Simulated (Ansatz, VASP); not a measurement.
## Two plane-wave programs on MgO

```
Mg O
1.0
     3.54739    0.00000    0.00000
    -1.77369    3.01929    0.00000
     0.00000    0.00000    4.17804
Mg O
2 2
Direct
  0.66667 0.33333 0.75000
  0.33333 0.66667 0.25000
  0.66667 0.33333 0.25000
  0.33333 0.66667 0.75000
```

Change from the starting cell: strain +0.0175 x Voigt [1, 0, 0, 0, 0, 0], atoms carried along.

Alike in both runs: task single point; functional LDA; k mesh 6 × 6 × 6; occupations gaussian, width 0.05 eV; no spin polarisation.

|  | VASP | Ansatz |
| --- | --- | --- |
| version | VASP 6.6.1 | Ansatz 0.2.0 |
| potentials or method | VASP PAW LDA potentials, release 64 (Mg, O), cutoff 520 eV | scalar-relativistic, plane waves, PAW |
| valence electrons in the cell | 16 | 32 |

```csv
,VASP,Ansatz,Ansatz less VASP
gap on the k mesh at the Fermi level (eV),3.26,3.26,+0.004
least direct gap on the mesh (eV),3.26,3.26,+0.004
pressure (GPa),-7.7,-6.0,+1.71
"traceless stress, the component that is largest in VASP (GPa)",-1.79,-1.68,+0.107
rms of the force components (eV/Å),0.072,0.070,-0.0019
```

LDA's correlation is that of Perdew and Zunger in VASP and of Perdew and Wang (1992) in Ansatz. Atom by atom the forces differ by 0.002 eV/Å (rms over components). VASP's potentials hold 16 valence electrons a cell and Ansatz's 32, so a difference there can come from the potentials and not from the codes.
